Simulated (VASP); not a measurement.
A run of VASP 6.6.1 is set up as follows.

The input INCAR:

```
SYSTEM = Ca2Si
ALGO = Normal
EDIFF = 1E-6
ENCUT = 520
GGA = CA
ISIF = 2
ISMEAR = 0
LASPH = .TRUE.
LCHARG = .FALSE.
LREAL = .FALSE.
LWAVE = .FALSE.
NBANDS = 19
NELM = 100
PREC = Accurate
SIGMA = 0.05
```

File KPOINTS:

```
k-points
0
G
  8 8 8
  0 0 0
```

File POSCAR:

```
Ca2Si
1.0
    0.0000000000      3.4199606202      3.6652565209
    3.4199606202      0.0000000000      3.6652565209
    3.4199606202      3.4199606202      0.0000000000
Ca Si
2 1
Direct
    0.7422466805      0.7422466805      0.7577533195
    0.2577533195      0.2577533195      0.2422466805
    0.0000000000      0.0000000000      0.0000000000
```

Potentials or basis: VASP PAW LDA potentials, release 64 (Ca_sv, Si).

Run with:

```bash
$ cat potpaw_LDA.64/Ca_sv/POTCAR potpaw_LDA.64/Si/POTCAR > POTCAR
$ mpirun -np 1 vasp_std > vasp.out
```

Question: Predict the largest force.

Answer: 0.241 eV/Å.

Question: What does it give for the band gap on the k mesh?

Answer: 0.05 eV.

Question: What does it give for the pressure?

Answer: 0.1 GPa.

Forces in eV/Å, atoms in the order of the input:
```
Ca   0.000  0.000  0.241
Ca   0.000  0.000 -0.241
Si   0.000  0.000  0.000
```

Caveat: the cell differs from its parent crystal (atoms displaced along a vibrational mode, the cell strained); semilocal functionals underestimate gaps, and a narrow one can read as zero. A k mesh can miss the band edges.
